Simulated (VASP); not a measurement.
# Ba16H (a cell with a defect) in VASP: further runs

Ba16H (a cell with a defect) is run at these levels: PBE; tasks: single point.

Program: VASP 6.6.1. These are calculated values, not measurements. Logs are shortened: lines on timing, memory, paths and dates and some standing lists are left out, and cuts for length are marked.

## (1) The cell of the first run

The cell holds a defect, 17 atoms: a = 10.040 Å, b = 10.040 Å, c = 10.040 Å, α = 90.00°, β = 90.00°, γ = 90.00°.

## (2) Single point, PBE

File INCAR:

```
SYSTEM = Ba16H
  PREC = Accurate
  ENCUT = 520
  EDIFF = 1E-7
  ISMEAR = -1
  SIGMA = 0.15
  LREAL = Auto
  LASPH = .True.
  NELM = 80
  ALGO = Normal
  ISIF = 2
  LWAVE = .False.
  LCHARG = .False.
  GGA = PE
  NBANDS = 94
```

File KPOINTS:

```
Automatic mesh
0
Gamma
  1 1 1
  0 0 0
```

File POSCAR:

```
Ba16H
1.0
   10.0400000000      0.0000000000      0.0000000000
    0.0000000000     10.0400000000      0.0000000000
    0.0000000000      0.0000000000     10.0400000000
Ba H
16 1
Direct
    0.0145219124     -0.0118824701     -0.0022509960
    0.4909661355      0.0219223108     -0.0035458167
    0.0038047809      0.5142529880      0.0042629482
    0.0077988048      0.0009362550      0.4978386454
    0.2413545817      0.2596513944      0.2572609562
    0.4915039841      0.4858466135     -0.0004681275
    0.5040836653      0.0110756972      0.4982569721
    0.7548107570      0.2403984064      0.2300099602
   -0.0057370518      0.5139342629      0.5014741036
    0.2512151394      0.7544123506      0.2494920319
    0.2367031873      0.2524302789      0.7434661355
    0.4921314741      0.4968227092      0.5117430279
    0.7505278884      0.7560856574      0.2315737052
    0.7572509960      0.2435956175      0.7728187251
    0.2543127490      0.7472908367      0.7530478088
    0.7577788845      0.7455079681      0.7431274900
    0.6058466135      0.2615239044      0.0167131474
```

Potentials or basis: VASP PAW PBE potentials, release 64 (Ba_sv, H).

Launch:

```
> cat potpaw_PBE.64/Ba_sv/POTCAR potpaw_PBE.64/H/POTCAR > POTCAR
> mpirun -np 1 vasp_gam > vasp.out
```

OUTCAR:

```text
SYSTEM = Ba16H
   PREC = Accurate
   ENCUT = 520
   EDIFF = 1E-7
   ISMEAR = -1
   LREAL = Auto
   LASPH = .True.
   NELM = 80
   ISIF = 2
   GGA = PE

 ion  position               nearest neighbor table
   1  0.015  0.988  0.998-  10 4.19  15 4.20  13 4.24  14 4.28  11 4.31   8 4.32  16 4.37   5 4.41

   2  0.491  0.022  0.996-  17 2.68  14 4.14   8 4.16  11 4.28   5 4.34  15 4.38  10 4.41  13 4.41
                            16 4.62   6 4.66
   3  0.004  0.514  0.004-  13 4.19  10 4.25  15 4.26  16 4.29   5 4.32  14 4.35   8 4.35  11 4.39

   4  0.008  0.001  0.498-  11 4.21   5 4.25  10 4.28  16 4.35  15 4.38   8 4.41  13 4.46  14 4.46

   5  0.241  0.260  0.257-   4 4.25   6 4.26  12 4.31   3 4.32   9 4.32   2 4.34   7 4.36   1 4.41

   6  0.492  0.486  1.000-  17 2.53   5 4.26  14 4.27   8 4.29  11 4.32  15 4.32  10 4.40  13 4.42
                            16 4.54   2 4.66
   7  0.504  0.011  0.498-   8 4.35   5 4.36  11 4.37  10 4.40  14 4.42  16 4.43  13 4.45  15 4.45

   8  0.755  0.240  0.230-  17 2.62   2 4.16   6 4.29   1 4.32   7 4.35   3 4.35   4 4.41   9 4.56
                            14 4.59  12 4.65
   9  0.994  0.514  0.501-  16 4.11   5 4.32  15 4.32  11 4.33  10 4.35  13 4.39  14 4.52   8 4.56

  10  0.251  0.754  0.249-   1 4.19   3 4.25   4 4.28   9 4.35   7 4.40   6 4.40   2 4.41  12 4.41

  11  0.237  0.252  0.743-   4 4.21  12 4.24   2 4.28   1 4.31   6 4.32   9 4.33   7 4.37   3 4.39

  12  0.492  0.497  0.512-  15 4.23  11 4.24   5 4.31  16 4.33  10 4.41  14 4.52  13 4.63   8 4.65

  13  0.751  0.756  0.232-   3 4.19   1 4.24   9 4.39   2 4.41   6 4.42   7 4.45   4 4.46  12 4.63

  14  0.757  0.244  0.773-   2 4.14   6 4.27   1 4.28   3 4.35   7 4.42   4 4.46  12 4.52   9 4.52
                             8 4.59
  15  0.254  0.747  0.753-   1 4.20  12 4.23   3 4.26   6 4.32   9 4.32   4 4.38   2 4.38   7 4.45

  16  0.758  0.746  0.743-   9 4.11   3 4.29  12 4.33   4 4.35   1 4.37   7 4.43   6 4.54   2 4.62

  17  0.606  0.262  0.017-   6 2.53   8 2.62   2 2.68

  LATTYP: Found a simple cubic cell.
 ALAT       =    10.0400000000

  Lattice vectors:

 A1 = (  10.0400000000,   0.0000000000,   0.0000000000)
 A2 = (   0.0000000000,  10.0400000000,   0.0000000000)
 A3 = (   0.0000000000,   0.0000000000,  10.0400000000)

Analysis of symmetry for initial positions (statically):
=====================================================================
 Subroutine PRICEL returns:
 Original cell was already a primitive cell.

 Routine SETGRP: Setting up the symmetry group for a
 simple cubic supercell.

 Subroutine GETGRP returns: Found  1 space group operations
 (whereof  1 operations were pure point group operations)
 out of a pool of 48 trial point group operations.

The static configuration has the point symmetry C_1 .

Analysis of symmetry for dynamics (positions and initial velocities):
=====================================================================
 Subroutine PRICEL returns:
 Original cell was already a primitive cell.

 Routine SETGRP: Setting up the symmetry group for a
 simple cubic supercell.

 Subroutine GETGRP returns: Found  1 space group operations
 (whereof  1 operations were pure point group operations)
 out of a pool of 48 trial point group operations.

The dynamic configuration has the point symmetry C_1 .

 Subroutine INISYM returns: Found  1 space group operations
 (whereof  1 operations are pure point group operations),
 and found     1 'primitive' translations

----------------------------------------------------------------------------------------

                                     Primitive cell

  volume of cell :    1012.0481

  direct lattice vectors                    reciprocal lattice vectors
    10.040000000  0.000000000  0.000000000     0.099601594  0.000000000  0.000000000
     0.000000000 10.040000000  0.000000000     0.000000000  0.099601594  0.000000000
     0.000000000  0.000000000 10.040000000     0.000000000  0.000000000  0.099601594

  length of vectors
    10.040000000 10.040000000 10.040000000     0.099601594  0.099601594  0.099601594

  position of ions in fractional coordinates (direct lattice)
     0.014521912  0.988117530  0.997749004
     0.490966136  0.021922311  0.996454183
     0.003804781  0.514252988  0.004262948
     0.007798805  0.000936255  0.497838645
     0.241354582  0.259651394  0.257260956
     0.491503984  0.485846614  0.999531873
[... 9 lines left out ...]
     0.757778884  0.745507968  0.743127490
     0.605846613  0.261523904  0.016713147

  ion indices of the primitive-cell ions
   primitive index   ion index
                 1           1
                 2           2
                 3           3
                 4           4
                 5           5
                 6           6
[... 9 lines left out ...]
                16          16
                17          17

----------------------------------------------------------------------------------------

 KPOINTS: Automatic mesh

Automatic generation of k-mesh.
 Grid dimensions read from file:
 generate k-points for:    1    1    1

 Generating k-lattice:

  Cartesian coordinates                     Fractional coordinates (reciprocal lattice)
     0.099601594  0.000000000  0.000000000     1.000000000  0.000000000  0.000000000
     0.000000000  0.099601594  0.000000000     0.000000000  1.000000000  0.000000000
     0.000000000  0.000000000  0.099601594     0.000000000  0.000000000  1.000000000

  Length of vectors
     0.099601594  0.099601594  0.099601594

  Shift w.r.t. Gamma in fractional coordinates (k-lattice)
     0.000000000  0.000000000  0.000000000

 Subroutine IBZKPT returns following result:
 ===========================================

 Found      1 irreducible k-points:

 Following reciprocal coordinates:
            Coordinates               Weight
  0.000000  0.000000  0.000000      1.000000
   k-points           NKPTS =      1   k-points in BZ     NKDIM =      1   number of bands    NBANDS=     94
   number of dos      NEDOS =    301   number of ions     NIONS =     17
   total plane-waves  NPLWV = 512000
   dimension x,y,z NGX =    80 NGY =   80 NGZ =   80
   dimension x,y,z NGXF=   160 NGYF=  160 NGZF=  160
   ions per type =              16   1
   NGX,Y,Z   is equivalent  to a cutoff of  13.25, 13.25, 13.25 a.u.
   NGXF,Y,Z  is equivalent  to a cutoff of  26.49, 26.49, 26.49 a.u.
 SYSTEM =  Ba16H
   PREC   = accura    normal or accurate (medium, high low for compatibility)
   ISTART =      0    job   : 0-new  1-cont  2-samecut
   ICHARG =      2    charge: 1-file 2-atom 10-const
   ISPIN  =      1    spin polarized calculation?
   LNONCOLLINEAR =      F non collinear calculations
   LSORBIT =      F    spin-orbit coupling
   LASPH  =      T    aspherical Exc in radial PAW
   ENCUT  =  520.0 eV  38.22 Ry    6.18 a.u.  18.67 18.67 18.67*2*pi/ulx,y,z
   NELM   =     80;   NELMIN=  2; NELMDL= -5     # of ELM steps
   EDIFF  = 0.1E-06   stopping-criterion for ELM
   LREAL  =      T    real-space projection
   EDIFFG = 0.1E-05   stopping-criterion for IOM
   NSW    =      0    number of steps for IOM
   IBRION =     -1    ionic relax: 0-MD 1-quasi-New 2-CG
   NFREE  =      0    steps in history (QN), initial steepest desc. (CG)
   ISIF   =      2    stress and relaxation
   ISYM   =      2    0-nonsym 1-usesym 2-fastsym
   POTIM  = 0.5000    time-step for ionic-motion
   TEBEG  =    0.0;   TEEND  =   0.0 temperature during run
   PSTRESS=    0.0 pullay stress
   NELECT =     161.0000    total number of electrons
   NUPDOWN=      -1.0000    fix difference up-down
   EMIN   =  10.00;   EMAX   =-10.00  energy-range for DOS
   EFERMI =   0.00;   METHOD = LEGACY
   ISMEAR =    -1;   SIGMA  =   0.15  broadening in eV -4-tet -1-fermi 0-gaus
   EFERMI_NEDOS =   21; number of points for ismear=-14 and -15
   IALGO  =     38    algorithm
   IMIX   =      4    mixing-type and parameters
     AMIX     =   0.40;   BMIX     =  1.00
     AMIX_MAG =   1.60;   BMIX_MAG =  1.00
  volume/ion in A,a.u.               =      59.53       401.74
  Fermi-wavevector in a.u.,A,eV,Ry     =   0.887053  1.676288 10.705930  0.786864
  Thomas-Fermi vector in A             =   2.008301
   LORBIT       =      0    0 simple, 1 ext, 2 COOP (PROOUT), +10 PAW based schemes
   GGA     = PE    functional components
   LHFCALC =     F    Hartree Fock is set to
   AEXX    =    0.0000 exact exchange contribution
   IVDW    =     0    specifies the selected vdW correction
   LEPSILON=     F    determine dielectric tensor
   LRPA    =     F    only Hartree local field effects (RPA)
 non-spin polarized calculation
  energy-cutoff  :      520.00
  volume of cell :     1012.05
 maximum number of plane-waves:     13601
 NGX is ok and might be reduce to    80
   NGX = 37   NGY = 37   NGZ = 37

 number of electron     160.9999999 magnetization

 Free energy of the ion-electron system (eV)
  ---------------------------------------------------
  ext. energy  EPLUGINS =         0.00000000
  ---------------------------------------------------
  free energy    TOTEN  =       -38.77862152 eV

  energy without entropy =      -37.85707643  energy(sigma->0) =      -38.31784898

 E-fermi :   1.7679     XC(G=0):  -7.4040

 val. band max:        1.4713728828   @ k =   0.0000   0.0000   0.0000
 cond. band min:       2.0792626416   @ k =   0.0000   0.0000   0.0000
 fundamental gap:      0.6078897589
 Fermi energy:         1.7678591341

 k-point     1 :       0.0000    0.0000    0.0000
  band No.  band energies     occupation
      1     -27.2817      2.00000
      2     -27.2695      2.00000
      3     -27.2563      2.00000
      4     -27.2485      2.00000
      5     -27.2447      2.00000
      6     -27.2399      2.00000
[... 84 lines left out ...]
     91       2.3439      0.04207
     92       2.3490      0.04070
 [bands above 92 left out]

------------------------ aborting loop because EDIFF is reached ----------------------------------------

  FORCE on cell =-STRESS in cart. coord.  units (eV):
  Direction    XX          YY          ZZ          XY          YZ          ZX
  --------------------------------------------------------------------------------------
  -------------------------------------------------------------------------------------
  Total       -4.5440431     -5.6686296     -6.2752746     -0.1318696      0.0418040      0.0744556
  in kB       -7.1936928     -8.9740301     -9.9344122     -0.2087634      0.0661801      0.1178710
  external PRESSURE =      -8.7007117 kB  Pullay stress =       0.0000000 kB

 VOLUME and BASIS-vectors are now :
 -----------------------------------------------------------------------------
  energy-cutoff  :      520.00
  volume of cell :     1012.05
      direct lattice vectors                 reciprocal lattice vectors
    10.040000000  0.000000000  0.000000000     0.099601594  0.000000000  0.000000000
     0.000000000 10.040000000  0.000000000     0.000000000  0.099601594  0.000000000
     0.000000000  0.000000000 10.040000000     0.000000000  0.000000000  0.099601594

 POSITION                                       TOTAL-FORCE (eV/Angst)
 -----------------------------------------------------------------------------------
      0.14580      9.92070     10.01740         0.001587      0.159343     -0.014768
      4.92930      0.22010     10.00440         0.053677     -0.045281     -0.015454
      0.03820      5.16310      0.04280         0.106232     -0.168695     -0.079652
      0.07830      0.00940      4.99830        -0.085582     -0.077846      0.017645
      2.42320      2.60690      2.58290        -0.080350     -0.071007     -0.037808
      4.93470      4.87790     10.03530         0.046754      0.073994     -0.016051
[... 9 lines left out ...]
      7.60810      7.48490      7.46100        -0.191364      0.182731      0.193607
      6.08270      2.62570      0.16780         0.204731     -0.195959     -0.150609
 -----------------------------------------------------------------------------------
    total drift:                               -0.003218      0.002764     -0.001470

  FREE ENERGIE OF THE ION-ELECTRON SYSTEM (eV)
  ---------------------------------------------------
  free  energy   TOTEN  =       -38.7786215213 eV

  energy  without entropy=      -37.8570764332  energy(sigma->0) =      -38.31784898
```

It took 5.7 min on 1 thread of Intel Xeon Platinum 8559C (Emerald Rapids), shared host; peak memory 0.92 GiB.

Results:

```yaml
Free_energy: -38.7786 eV
Pressure: -0.9 GPa
Largest_force: 0.328 eV/Å
```

Forces in eV/Å, atoms in the order of the input:
```
Ba   0.002  0.159 -0.015
Ba   0.054 -0.045 -0.015
Ba   0.106 -0.169 -0.080
Ba  -0.086 -0.078  0.018
Ba  -0.080 -0.071 -0.038
Ba   0.047  0.074 -0.016
Ba  -0.049 -0.116  0.054
Ba  -0.049  0.188  0.044
Ba   0.091 -0.166 -0.087
Ba   0.053 -0.032  0.104
Ba  -0.048  0.032  0.074
Ba   0.240  0.029 -0.217
Ba  -0.124 -0.025  0.255
Ba  -0.099  0.118  0.016
Ba  -0.071  0.114 -0.141
Ba  -0.191  0.183  0.194
H    0.205 -0.196 -0.151
```

Caveat: the k points lie up to 0.63 Å⁻¹ apart; spin-orbit coupling is left out, which moves the levels of the heavy elements.

[end of part 1 of 4]
